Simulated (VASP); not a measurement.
TaN: single point with r2SCAN

The system is TaN.

```
Ta N
1.0
     5.05281    0.00000    0.00000
    -2.52640    4.37586    0.00000
     0.00000    0.00000    2.86933
Ta N
3 3
Direct
  0.00000 0.00000 0.00000
  0.33333 0.66667 0.50000
  0.66667 0.33333 0.50000
  0.50000 0.00000 0.00000
  0.50000 0.50000 0.00000
  0.00000 0.50000 0.00000
```

```json
{
 "Program": "VASP 6.6.1",
 "Task": "single point",
 "Functional": "r2SCAN",
 "Potentials or basis": "VASP PAW PBE potentials, release 64 (Ta_pv, N)",
 "Cutoff": "520 eV",
 "k mesh": "12 × 12 × 12",
 "Occupations": "gaussian, width 0.1 eV",
 "Spin": "no spin polarisation"
}
```

```json
{"Pressure": "32.5 GPa", "Band gap on the k mesh": "zero (bands 24 and 25 overlap by 2.43 eV)"}
```

Stress tensor (GPa, compression positive):
```
32.29  0.00  0.00
 0.00 32.29  0.00
 0.00  0.00 32.79
```

Levels at points of the mesh, in eV from the Fermi level:
```tsv
k point	band 20	band 21	band 22	band 23	band 24	band 25	band 26	band 27	band 28	band 29
(0.00, 0.00, 0.00)	-3.35	-3.35	-2.90	-2.23	-1.29	-1.29	0.80	0.80	1.91	2.53
(0.50, 0.00, 0.00)	-5.29	-3.96	-3.23	-1.81	-0.61	1.62	2.04	2.15	2.50	2.58
(0.00, 0.00, 0.50)	-4.36	-3.51	-3.51	-2.26	1.12	1.12	1.34	2.46	2.91	2.91
(0.50, 0.00, 0.50)	-5.05	-3.87	-3.65	-2.54	-1.46	1.16	1.69	3.36	3.74	4.01
```

Wall time 12 min on 1 thread of AMD EPYC 9R45 96-Core Processor (Zen 5), on a shared host, peak memory 0.32 GiB.

Caveat: the cell stands under pressure; the PAW data sets were made with another functional, which shifts forces and pressure a little; spin-orbit coupling is left out, which moves the levels of the heavy elements.
